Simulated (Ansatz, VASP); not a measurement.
**One calculation of KCl, two programs**

Contents of INCAR:

```
ALGO = Normal
EDIFF = 1E-6
ENCUT = 500
GGA = CA
GGA_COMPAT = False
ISIF = 2
ISMEAR = 0
LASPH = True
LCHARG = False
LREAL = False
LWAVE = False
NBANDS = 15
NELM = 120
PREC = Accurate
SIGMA = 0.1
```

The input KPOINTS:

```
k-points
0
Gamma
  6 6 6
```

The input POSCAR:

```
KCl
1.0
    0.0000000000      3.1341000000      3.1341000000
    3.1341000000      0.0000000000      3.1341000000
    3.1341000000      3.1341000000      0.0000000000
K Cl
1 1
Direct
    0.0000000000      0.0000000000      0.0000000000
    0.5000000000      0.5000000000      0.5000000000
```

Input for Ansatz:

```yaml
crystal:
  lattice:
    - [0.0, 3.1341, 3.1341]
    - [3.1341, 0.0, 3.1341]
    - [3.1341, 3.1341, 0.0]
  atoms:
    - { symbol: K, position: [0.0, 0.0, 0.0] }
    - { symbol: Cl, position: [0.5, 0.5, 0.5] }
basis:
  ecutwfc: 420
kpoints:
  mp_grid: { grid: [6, 6, 6] }
hamiltonian:
  xc: lda
  pseudopotentials: { kind: paw, azcp: { folder: soft_1 } }
scf:
  occupations: { method: gaussian, width: 0.1 }
output:
  forces: true
  stress: true
  eigenvalues: true
```

Alike in both runs: task single point; functional LDA; k mesh 6 × 6 × 6; occupations gaussian, width 0.1 eV; no spin polarisation.

```csv
,VASP,Ansatz
version,VASP 6.6.1,Ansatz 0.2.0
potentials or method,"VASP PAW LDA potentials, release 64 (K_sv, Cl), cutoff 500 eV","scalar-relativistic, plane waves, PAW"
valence electrons in the cell,16,16
```

```csv
,VASP,Ansatz,Ansatz less VASP
gap on the k mesh at the Fermi level (eV),4.79,4.78,-0.002
least direct gap on the mesh (eV),4.79,4.78,-0.002
pressure (GPa),-1.8,-1.8,-0.03
```

Ansatz warns that its potentials were made for another functional, while VASP's fit it. LDA's correlation is that of Perdew and Zunger in VASP and of Perdew and Wang (1992) in Ansatz.
